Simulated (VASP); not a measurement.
Wanted: the native input for a VASP 6.6.1 run.

```yaml
Task: single point
Functional: PBEsol
Potentials_or_basis: VASP PAW PBE potentials, release 64 (Si, W_sv)
Cutoff: 520 eV
k_mesh: 12 × 12 × 6
Occupations: gaussian, width 0.15 eV
Spin: no spin polarisation
Dipole_correction: no
Further_INCAR_settings: ALGO = Normal; EDIFF = 1e-06; NBANDS = 43
```

The structure of Si2W lies in POSCAR:

```
Si2W
1.0
    4.5760866017      0.0000000000      0.0000000000
   -2.2880433009      3.9630072470      0.0000000000
    0.0000000000      0.0000000000      6.6033074698
Si W
6 3
Direct
    0.8673751106      0.6723587749      0.4930252378
    0.1326248894      0.8049836644      0.8403080955
    0.6723587749      0.8673751106      0.1736414288
    0.1950163356      0.3276412251      0.5069747622
    0.8049836644      0.1326248894      0.8263585712
    0.3276412251      0.1950163356      0.1596919045
    0.0000000000      0.4963640925      0.1666666667
    0.5036359075      0.5036359075      0.8333333333
    0.4963640925      0.0000000000      0.5000000000
```

This cell differs from its parent crystal: mode 16 (289.9 1/cm) frozen in, largest displacement +0.150 Å.

One way to write it, as run:

INCAR

```
SYSTEM = Si2W
ALGO = Normal ; EDIFF = 1E-6
ENCUT = 520 ; GGA = PS
ISIF = 2 ; ISMEAR = 0
LASPH = .True. ; LCHARG = .False.
LREAL = .False. ; LWAVE = .False.
NBANDS = 43 ; NELM = 60
PREC = Accurate ; SIGMA = 0.15
```

KPOINTS

```
k-points
0
Gamma
  12 12 6
  0 0 0
```

Potentials or basis: VASP PAW PBE potentials, release 64 (Si, W_sv).

The run is started by

```console
$ cat potpaw_PBE.64/Si/POTCAR potpaw_PBE.64/W_sv/POTCAR > POTCAR
$ mpirun -np 1 vasp_std > vasp.out
```

It gave:

| Item | Value |
| --- | --- |
| Pressure | 3.5 GPa |
| Largest force | 1.367 eV/Å |
| Band gap on the k mesh | 0.13 eV, indirect (least direct gap 0.77 eV) |

Caveat: the cell differs from its parent crystal (mode 16 (289.9 1/cm) frozen in, largest displacement +0.150 Å); the PAW data sets were made with another functional, which shifts forces and pressure a little; spin-orbit coupling is left out, which moves the levels of the heavy elements.

It took 6.1 min on 1 thread of Intel(R) Xeon(R) Platinum 8375C CPU @ 2.90GHz (Ice Lake) (shared host), peak memory 0.51 GiB.
